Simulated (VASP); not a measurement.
**KF (Carobbiite): single point with PBE**

KF (Carobbiite):

```
CELL_PARAMETERS angstrom
0.00000 2.79683 2.79683
2.79683 0.00000 2.79683
2.79683 2.79683 0.00000
ATOMIC_POSITIONS crystal
K 0.00000 0.00000 0.00000
F 0.50000 0.50000 0.50000
```

This cell differs from its parent crystal: volume scaled by 1.10.

```yaml
Program: VASP 6.6.1
Task: single point
Functional: PBE
Potentials_or_basis: VASP PAW PBE potentials, release 64 (K_sv, F)
Cutoff: 520 eV
k_mesh: 8 × 8 × 8
Occupations: gaussian, width 0.02 eV
Spin: no spin polarisation
Dipole_correction: no
Further_INCAR_settings: ALGO = Normal; EDIFF = 1e-07; NBANDS = 15
```

```
Pressure               : -2.2 GPa
Band gap on the k mesh : 5.50 eV, direct
```

Levels at points of the mesh, in eV from the valence-band top:
| k point | band 4 | band 5 | band 6 | band 7 | band 8 | band 9 | band 10 | band 11 | band 12 | band 13 |
| --- | --- | --- | --- | --- | --- | --- | --- | --- | --- | --- |
| (0.00, 0.00, 0.00) | -9.88 | -9.88 | 0.00 | 0.00 | 0.00 | 5.50 | 10.28 | 10.28 | 10.28 | 11.78 |
| (0.50, 0.00, 0.00) | -9.91 | -9.91 | -0.65 | -0.25 | -0.25 | 8.49 | 9.63 | 11.42 | 11.42 | 13.42 |
| (0.50, 0.50, 0.00) | -10.01 | -10.01 | -0.26 | -0.08 | -0.08 | 8.05 | 9.56 | 10.76 | 12.88 | 13.39 |

Wall time 31 s on 1 thread of AMD EPYC 7R43 64-Core Processor (Zen 3), on a shared host, peak memory 0.13 GiB.

 A k mesh can miss the band edges.
